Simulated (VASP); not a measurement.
A run of VASP 6.6.1 is set up as follows.

The input INCAR:

```
SYSTEM = Al4Ni3Pd
  ALGO = Fast
  EDIFF = 1E-6
  ENCUT = 520
  GGA = PE
  ISIF = 2
  ISMEAR = 0
  LASPH = .True.
  LCHARG = .False.
  LREAL = .False.
  LWAVE = .False.
  NBANDS = 36
  NELM = 60
  PREC = Accurate
  SIGMA = 0.1
```

The input KPOINTS:

```
k-points
0
Gamma
  10 10 10
  0 0 0
```

File POSCAR:

```
Al4Ni3Pd
1.0
   -2.9468547000      2.9468547000      2.9468547000
    2.9468547000     -2.9468547000      2.9468547000
    2.9468547000      2.9468547000     -2.9468547000
Al Ni Pd
4 3 1
Direct
    0.5000000000      0.0000000000      0.0000000000
    0.0000000000      0.0000000000      0.5000000000
    0.5000000000      0.5000000000      0.5000000000
    0.0000000000      0.5000000000      0.0000000000
    0.0000000000      0.5000000000      0.5000000000
    0.5000000000      0.5000000000      0.0000000000
    0.5000000000      0.0000000000      0.5000000000
    0.0000000000      0.0000000000      0.0000000000
```

Potentials or basis: VASP PAW PBE potentials, release 64 (Al, Ni, Pd).

Run with:

```sh
$ cat potpaw_PBE.64/Al/POTCAR potpaw_PBE.64/Ni/POTCAR potpaw_PBE.64/Pd/POTCAR > POTCAR
$ mpirun -np 1 vasp_std > vasp.out
```

(1) Predict the pressure.

(2) Predict the band gap on the k mesh.

Results:

(1) 0.0 GPa.

(2) zero (bands 26 and 27 overlap by 2.62 eV).
